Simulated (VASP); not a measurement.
# CdSe: single point with HSE06

Crystal: CdSe.

```
Cd Se
1.0
     0.00000    3.12914    3.12914
     3.12914    0.00000    3.12914
     3.12914    3.12914    0.00000
Cd Se
1 1
Direct
  0.00000 0.00000 0.00000
  0.25000 0.25000 0.25000
```

This cell differs from its parent crystal: strain +2.0%.

| Item | Value |
| --- | --- |
| Program | VASP 6.6.1 |
| Task | single point |
| Functional | HSE06 |
| Potentials or basis | VASP PAW PBE potentials, release 64 (Cd, Se) |
| Cutoff | 520 eV |
| k mesh | 6 × 6 × 6 |
| Occupations | gaussian, width 0.01 eV |
| Spin | no spin polarisation |

```json
{
  "Pressure": "-2.3 GPa",
  "Band gap on the k mesh": "1.34 eV"
}
```

Levels at points of the mesh, in eV from the valence-band top:
| k point | band 7 | band 8 | band 9 | band 10 | band 11 | band 12 |
| --- | --- | --- | --- | --- | --- | --- |
| (0.00, 0.00, 0.00) | 0.00 | 0.00 | 0.00 | 1.34 | 6.95 | 6.95 |
| (0.50, 0.00, 0.00) | -4.17 | -0.68 | -0.68 | 3.24 | 7.42 | 7.42 |
| (0.50, 0.50, 0.00) | -3.94 | -1.69 | -1.69 | 4.09 | 4.63 | 9.88 |

Wall time 57 min on 1 thread of Intel(R) Xeon(R) Platinum 8559C (Emerald Rapids), on a shared host, peak memory 0.35 GiB.

Caveat: the cell differs from its parent crystal (strain +2.0%); the structure was generated, so it needn't be the stable form of CdSe; the PAW data sets were made with another functional, which shifts forces and pressure a little.
